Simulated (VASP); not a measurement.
# MgO: single point with LDA

MgO:

```
CELL_PARAMETERS angstrom
3.48638 0.00000 0.00000
-1.74319 3.01929 0.00000
0.00000 0.00000 4.17804
ATOMIC_POSITIONS crystal
Mg 0.66667 0.33333 0.75000
Mg 0.33333 0.66667 0.25000
O 0.66667 0.33333 0.25000
O 0.33333 0.66667 0.75000
```

* Program: VASP 6.6.1
* Task: single point
* Functional: LDA
* Potentials or basis: VASP PAW LDA potentials, release 64 (Mg, O)
* Cutoff: 600 eV
* k mesh: 4 × 4 × 3
* Occupations: fermi-dirac, width 0.01 eV
* Spin: no spin polarisation

```yaml
Pressure: -6.0 GPa
Band_gap_on_the_k_mesh: 3.33 eV, direct
```

Levels at points of the mesh, in eV from the valence-band top:
```
           k point  band 4  band 5  band 6  band 7  band 8  band 9  band 10  band 11  band 12  band 13
(0.00, 0.00, 0.00)   -1.76   -1.76   -0.81   -0.81    0.00    3.33     9.24    12.07    12.26    12.26
(0.50, 0.00, 0.00)   -2.41   -2.38   -1.99   -1.33   -0.53    6.82     8.92     9.67    11.85    12.73
```

It took 4.9 s on 1 thread of AMD EPYC 9R45 96-Core Processor (Zen 5), with other jobs on the host, peak memory 0.12 GiB.

Caveat: the k points lie up to 0.52 Å⁻¹ apart. LDA gaps usually lie below the measured ones, often by a third to a half.
